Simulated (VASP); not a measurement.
# PtSe2 (Sudovikovite) (P-3m1) in VASP: notebook

The runs below take PtSe2 (Sudovikovite) through single point, relaxation of cell and atoms, with revPBE+D3(BJ), PBEsol, PBE+D3(BJ), PBE.

Everything below comes from runs of VASP 6.6.1. Logs are shortened: lines on timing, memory, paths and dates and some standing lists are left out, and cuts for length are marked.

### Step 1. The cell of the first run

It takes space group P-3m1 (No. 164, trigonal). The conventional cell has a = 3.757 Å, b = 3.757 Å, c = 4.695 Å, α = 90.00°, β = 90.00°, γ = 120.00°. Within 3.3 Å of Pt (site symmetry -3m) lie 6 Se at 2.52 Å. Se (site symmetry 3m) has 3 Pt at 2.52 Å and 3 Se at 3.04 Å within 3.3 Å.

### Step 2. Single point, revPBE+D3(BJ)

The input, INCAR:

```
SYSTEM = PtSe2
PREC = Accurate ; ENCUT = 520
EDIFF = 1E-7 ; ISMEAR = -1
SIGMA = 0.15 ; LREAL = .False.
LASPH = .True. ; NELM = 100
ALGO = Normal ; ISIF = 2
LWAVE = .False. ; LCHARG = .False.
GGA = RE ; IVDW = 12
NBANDS = 18
```

The input, KPOINTS:

```
regular mesh
0
Gamma
  10 10 7
  0 0 0
```

The input, POSCAR:

```
PtSe2
1.0
    3.7570618948      0.0000000000      0.0000000000
   -1.8785309474      3.2537110445      0.0000000000
    0.0000000000      0.0000000000      4.6950601035
Pt Se
1 2
Direct
    0.0000000000      0.0000000000      0.0000000000
    0.3333333333      0.6666666667      0.2726073623
    0.6666666667      0.3333333333      0.7273926377
```

Potentials or basis: VASP PAW PBE potentials, release 64 (Pt, Se).

Launch:

```sh
cat potpaw_PBE.64/Pt/POTCAR potpaw_PBE.64/Se/POTCAR > POTCAR
mpirun -np 1 vasp_std > vasp.out
```

OUTCAR:

```text
SYSTEM = PtSe2
   PREC = Accurate
   ENCUT = 520
   EDIFF = 1E-7
   ISMEAR = -1
   LREAL = .False.
   LASPH = .True.
   NELM = 100
   ISIF = 2
   GGA = RE
   IVDW = 12
 IVDW          = 12

 ion  position               nearest neighbor table
   1  0.000  0.000  0.000-   2 2.52   3 2.52   3 2.52   2 2.52   3 2.52   2 2.52
   2  0.333  0.667  0.273-   1 2.52   1 2.52   1 2.52
   3  0.667  0.333  0.727-   1 2.52   1 2.52   1 2.52

  LATTYP: Found a hexagonal cell.
 ALAT       =     3.7570618948
 C/A-ratio  =     1.2496626979

  Lattice vectors:

 A1 = (   3.7570618948,   0.0000000000,   0.0000000000)
 A2 = (  -1.8785309474,   3.2537110445,   0.0000000000)
 A3 = (   0.0000000000,   0.0000000000,   4.6950601035)

Analysis of symmetry for initial positions (statically):
=====================================================================
 Subroutine PRICEL returns:
 Original cell was already a primitive cell.

 Routine SETGRP: Setting up the symmetry group for a
 hexagonal supercell.

 Subroutine GETGRP returns: Found 12 space group operations
 (whereof 12 operations were pure point group operations)
 out of a pool of 24 trial point group operations.

The static configuration has the point symmetry D_3d.

Analysis of symmetry for dynamics (positions and initial velocities):
=====================================================================
 Subroutine PRICEL returns:
 Original cell was already a primitive cell.

 Routine SETGRP: Setting up the symmetry group for a
 hexagonal supercell.

 Subroutine GETGRP returns: Found 12 space group operations
 (whereof 12 operations were pure point group operations)
 out of a pool of 24 trial point group operations.

The dynamic configuration has the point symmetry D_3d.

 Subroutine INISYM returns: Found 12 space group operations
 (whereof 12 operations are pure point group operations),
 and found     1 'primitive' translations

----------------------------------------------------------------------------------------

                                     Primitive cell

  volume of cell :      57.3943

  direct lattice vectors                    reciprocal lattice vectors
     3.757061895  0.000000000  0.000000000     0.266165431  0.153670683  0.000000000
    -1.878530947  3.253711045  0.000000000     0.000000000  0.307341367  0.000000000
     0.000000000  0.000000000  4.695060104     0.000000000  0.000000000  0.212989819

  length of vectors
     3.757061895  3.757061895  4.695060104     0.307341367  0.307341367  0.212989819

  position of ions in fractional coordinates (direct lattice)
     0.000000000  0.000000000  0.000000000
     0.333333333  0.666666667  0.272607362
     0.666666667  0.333333333  0.727392638

  ion indices of the primitive-cell ions
   primitive index   ion index
                 1           1
                 2           2
                 3           3

----------------------------------------------------------------------------------------

 KPOINTS: regular mesh

Automatic generation of k-mesh.
 Grid dimensions read from file:
 generate k-points for:   10   10    7

 Generating k-lattice:

  Cartesian coordinates                     Fractional coordinates (reciprocal lattice)
     0.026616543  0.015367068  0.000000000     0.100000000  0.000000000  0.000000000
     0.000000000  0.030734137  0.000000000     0.000000000  0.100000000  0.000000000
     0.000000000  0.000000000  0.030427117     0.000000000  0.000000000  0.142857143

  Length of vectors
     0.030734137  0.030734137  0.030427117

  Shift w.r.t. Gamma in fractional coordinates (k-lattice)
     0.000000000  0.000000000  0.000000000

 Subroutine IBZKPT returns following result:
 ===========================================

 Found     80 irreducible k-points:

 Following reciprocal coordinates:
            Coordinates               Weight
  0.000000  0.000000  0.000000      1.000000
  0.100000  0.000000  0.000000      6.000000
  0.200000  0.000000  0.000000      6.000000
  0.300000  0.000000  0.000000      6.000000
  0.400000  0.000000  0.000000      6.000000
  0.500000  0.000000  0.000000      3.000000
[... 16 lines left out ...]
  0.000000  0.400000  0.142857      6.000000
  0.500000  0.000000  0.142857      6.000000
 [... further k-points ...]
   k-points           NKPTS =     80   k-points in BZ     NKDIM =     80   number of bands    NBANDS=     18
   number of dos      NEDOS =    301   number of ions     NIONS =      3
   total plane-waves  NPLWV =  28224
   dimension x,y,z NGX =    28 NGY =   28 NGZ =   36
   dimension x,y,z NGXF=    56 NGYF=   56 NGZF=   72
   ions per type =               1   2
   NGX,Y,Z   is equivalent  to a cutoff of  12.39, 12.39, 12.75 a.u.
   NGXF,Y,Z  is equivalent  to a cutoff of  24.78, 24.78, 25.49 a.u.
 SYSTEM =  PtSe2
   PREC   = accura    normal or accurate (medium, high low for compatibility)
   ISTART =      0    job   : 0-new  1-cont  2-samecut
   ICHARG =      2    charge: 1-file 2-atom 10-const
   ISPIN  =      1    spin polarized calculation?
   LNONCOLLINEAR =      F non collinear calculations
   LSORBIT =      F    spin-orbit coupling
   LASPH  =      T    aspherical Exc in radial PAW
   ENCUT  =  520.0 eV  38.22 Ry    6.18 a.u.   6.99  6.99  8.73*2*pi/ulx,y,z
   NELM   =    100;   NELMIN=  2; NELMDL= -5     # of ELM steps
   EDIFF  = 0.1E-06   stopping-criterion for ELM
   LREAL  =      F    real-space projection
   EDIFFG = 0.1E-05   stopping-criterion for IOM
   NSW    =      0    number of steps for IOM
   IBRION =     -1    ionic relax: 0-MD 1-quasi-New 2-CG
   NFREE  =      0    steps in history (QN), initial steepest desc. (CG)
   ISIF   =      2    stress and relaxation
   ISYM   =      2    0-nonsym 1-usesym 2-fastsym
   POTIM  = 0.5000    time-step for ionic-motion
   TEBEG  =    0.0;   TEEND  =   0.0 temperature during run
   PSTRESS=    0.0 pullay stress
   NELECT =      22.0000    total number of electrons
   NUPDOWN=      -1.0000    fix difference up-down
   EMIN   =  10.00;   EMAX   =-10.00  energy-range for DOS
   EFERMI =   0.00;   METHOD = LEGACY
   ISMEAR =    -1;   SIGMA  =   0.15  broadening in eV -4-tet -1-fermi 0-gaus
   EFERMI_NEDOS =   21; number of points for ismear=-14 and -15
   IALGO  =     38    algorithm
   IMIX   =      4    mixing-type and parameters
     AMIX     =   0.40;   BMIX     =  1.00
     AMIX_MAG =   1.60;   BMIX_MAG =  1.00
  volume/ion in A,a.u.               =      19.13       129.11
  Fermi-wavevector in a.u.,A,eV,Ry     =   1.189213  2.247286 19.241726  1.414227
  Thomas-Fermi vector in A             =   2.325325
   LORBIT       =      0    0 simple, 1 ext, 2 COOP (PROOUT), +10 PAW based schemes
   GGA     = RE    functional components
   LHFCALC =     F    Hartree Fock is set to
   AEXX    =    0.0000 exact exchange contribution
   IVDW    =    12    specifies the selected vdW correction
   LEPSILON=     F    determine dielectric tensor
   LRPA    =     F    only Hartree local field effects (RPA)
 non-spin polarized calculation
  energy-cutoff  :      520.00
  volume of cell :       57.39
 maximum number of plane-waves:      1561
   NGX = 13   NGY = 13   NGZ = 17

 number of electron      21.9999996 magnetization

 Free energy of the ion-electron system (eV)
  ---------------------------------------------------
  ext. energy  EPLUGINS =         0.00000000
  ---------------------------------------------------
  free energy    TOTEN  =       -12.92415750 eV

  energy without entropy =      -12.86656627  energy(sigma->0) =      -12.89536188

 E-fermi :   7.1465     XC(G=0): -10.9566

 val. band max:        7.1288723210   @ k =   0.0000   0.3000   0.2857
 cond. band min:       7.2796782763   @ k =   0.4000   0.2000   0.0000
 fundamental gap:      0.1508059552
 Fermi energy:         7.1465085669

 k-point     1 :       0.0000    0.0000    0.0000
  band No.  band energies     occupation
      1      -8.6803      2.00000
      2      -5.2628      2.00000
      3      -0.0742      2.00000
      4       0.9009      2.00000
      5       0.9009      2.00000
      6       3.3932      2.00000
[... 10 lines left out ...]
     17      14.4928      0.00000
     18      19.0039      0.00000

 k-point     2 :       0.1000    0.0000    0.0000
  band No.  band energies     occupation
      1      -8.5701      2.00000
      2      -5.3390      2.00000
      3       0.0646      2.00000
      4       0.9725      2.00000
      5       1.0237      2.00000
      6       3.2416      2.00000
[... 10 lines left out ...]
     17      14.8031      0.00000
     18      17.5471      0.00000

 k-point     3 :       0.2000    0.0000    0.0000
  band No.  band energies     occupation
      1      -8.2533      2.00000
      2      -5.5425      2.00000
      3       0.4559      2.00000
      4       1.1690      2.00000
      5       1.3454      2.00000
      6       2.5968      2.00000
[... 10 lines left out ...]
     17      15.4327      0.00000
     18      16.1467      0.00000

 k-point     4 :       0.3000    0.0000    0.0000
  band No.  band energies     occupation
      1      -7.7754      2.00000
      2      -5.8267      2.00000
      3       0.9472      2.00000
      4       1.3023      2.00000
      5       1.4255      2.00000
      6       2.1447      2.00000
[... 10 lines left out ...]
     17      15.1303      0.00000
     18      15.6997      0.00000

 k-point     5 :       0.4000    0.0000    0.0000
  band No.  band energies     occupation
      1      -7.2241      2.00000
      2      -6.1684      2.00000
      3       0.3241      2.00000
      4       1.6261      2.00000
      5       1.6965      2.00000
      6       2.7763      2.00000
[... 10 lines left out ...]
     17      14.5678      0.00000
     18      16.9785      0.00000

 k-point     6 :       0.5000    0.0000    0.0000
  band No.  band energies     occupation
      1      -6.8291      2.00000
      2      -6.4680      2.00000
      3      -0.0143      2.00000
      4       1.6921      2.00000
      5       2.0159      2.00000
      6       3.1503      2.00000
[... 10 lines left out ...]
     17      14.3564      0.00000
     18      18.4085      0.00000

 k-point     7 :       0.1000    0.1000    0.0000
  band No.  band energies     occupation
      1      -8.3565      2.00000
      2      -5.4775      2.00000
      3       0.3273      2.00000
      4       1.1136      2.00000
      5       1.2439      2.00000
      6       2.9618      2.00000
[... 10 lines left out ...]
     17      15.4573      0.00000
     18      16.2258      0.00000

 k-point     8 :       0.2000    0.1000    0.0000
  band No.  band energies     occupation
      1      -7.9587      2.00000
      2      -5.7128      2.00000
      3       0.7797      2.00000
      4       1.3674      2.00000
      5       1.5344      2.00000
      6       2.0930      2.00000
[... 10 lines left out ...]
     17      15.2969      0.00000
     18      16.2215      0.00000
[... 229 lines left out ...]
     17      16.0618      0.00000
     18      16.3995      0.00000

 k-point    20 :       0.3000    0.0000    0.1429
  band No.  band energies     occupation
      1      -7.6594      2.00000
      2      -6.0141      2.00000
      3       0.9244      2.00000
      4       1.5322      2.00000
      5       1.5646      2.00000
      6       2.3646      2.00000
[... 10 lines left out ...]
     17      14.9169      0.00000
     18      16.0687      0.00000

 k-point    21 :       0.0000    0.3000    0.1429
  band No.  band energies     occupation
      1      -7.7247      2.00000
      2      -5.8502      2.00000
      3       0.3577      2.00000
      4       1.2373      2.00000
      5       1.2844      2.00000
      6       2.3908      2.00000
[... 10 lines left out ...]
     17      15.8537      0.00000
     18      17.2112      0.00000

 k-point    22 :       0.4000    0.0000    0.1429
  band No.  band energies     occupation
      1      -7.0994      2.00000
      2      -6.3146      2.00000
      3       0.4128      2.00000
      4       1.6381      2.00000
      5       1.9092      2.00000
      6       2.5265      2.00000
[... 10 lines left out ...]
     17      15.4568      0.00000
     18      17.0537      0.00000

 k-point    23 :       0.0000    0.4000    0.1429
  band No.  band energies     occupation
      1      -7.2384      2.00000
      2      -6.0811      2.00000
      3       0.0162      2.00000
      4       1.1597      2.00000
      5       1.4510      2.00000
      6       3.0610      2.00000
[... 10 lines left out ...]
     17      15.8961      0.00000
     18      17.3336      0.00000

 k-point    24 :       0.5000    0.0000    0.1429
  band No.  band energies     occupation
      1      -6.8408      2.00000
      2      -6.4144      2.00000
      3      -0.0864      2.00000
      4       1.5738      2.00000
      5       1.6234      2.00000
      6       3.2896      2.00000
[... 10 lines left out ...]
     17      15.6971      0.00000
     18      18.1789      0.00000

 [... further k-points ...]

------------------------ aborting loop because EDIFF is reached ----------------------------------------

 Edisp (eV)   -2.95253

 E8    (eV) :    -2.0571

  FORCE on cell =-STRESS in cart. coord.  units (eV):
  Direction    XX          YY          ZZ          XY          YZ          ZX
  --------------------------------------------------------------------------------------
  -------------------------------------------------------------------------------------
  Total      -0.00475    -0.00475    -0.03249     0.00000     0.00000     0.00000
  in kB      -0.13266    -0.13266    -0.90684     0.00000     0.00000     0.00000
  external pressure =       -0.39 kB  Pullay stress =        0.00 kB

 VOLUME and BASIS-vectors are now :
 -----------------------------------------------------------------------------
  energy-cutoff  :      520.00
  volume of cell :       57.39
      direct lattice vectors                 reciprocal lattice vectors
     3.757061895  0.000000000  0.000000000     0.266165431  0.153670683  0.000000000
    -1.878530947  3.253711045  0.000000000     0.000000000  0.307341367  0.000000000
     0.000000000  0.000000000  4.695060104     0.000000000  0.000000000  0.212989819

 POSITION                                       TOTAL-FORCE (eV/Angst)
 -----------------------------------------------------------------------------------
      0.00000      0.00000      0.00000        -0.000000      0.000000      0.000000
     -0.00000      2.16914      1.27991        -0.000000      0.000000      0.010260
      1.87853      1.08457      3.41515         0.000000      0.000000     -0.010260
 -----------------------------------------------------------------------------------
    total drift:                               -0.000000     -0.000000     -0.000000

  FREE ENERGIE OF THE ION-ELECTRON SYSTEM (eV)
  ---------------------------------------------------
  free  energy   TOTEN  =       -15.8766841142 eV

  energy  without entropy=      -15.8190928858  energy(sigma->0) =      -15.84788850
```

It took 60 s on 1 thread of Intel Xeon Platinum 8488C (Sapphire Rapids), shared host; peak memory 0.24 GiB.

What came out:

```yaml
Free_energy: -15.8767 eV
Pressure: 0.0 GPa
Largest_force: 0.010 eV/Å
Band_gap_on_the_k_mesh: zero (band 11 reaches 8.10 eV, above the bottom of band 12 at 7.09 eV)
Dispersion_energy_per_atom: -0.984 eV
```

Forces in eV/Å, atoms in the order of the input:
```
Pt   0.000  0.000  0.000
Se   0.000  0.000  0.010
Se   0.000  0.000 -0.010
```

Levels at points of the mesh, in eV from the Fermi level:
| k point | band 7 | band 8 | band 9 | band 10 | band 11 | band 12 | band 13 | band 14 | band 15 | band 16 |
| --- | --- | --- | --- | --- | --- | --- | --- | --- | --- | --- |
| (0.00, 0.00, 0.00) | -3.75 | -2.43 | -0.94 | -0.94 | 0.95 | 0.97 | 0.97 | 3.35 | 4.38 | 7.35 |
| (0.50, 0.00, 0.00) | -3.86 | -3.51 | -3.27 | -3.21 | -2.89 | 0.54 | 2.74 | 5.32 | 6.37 | 7.09 |

Caveat: the PAW data sets were made with another functional, which shifts forces and pressure a little; spin-orbit coupling is left out, which moves the levels of the heavy elements; pairwise dispersion overbinds metals, which lowers pressure and volume.

(Continued in part 2 of 2.)
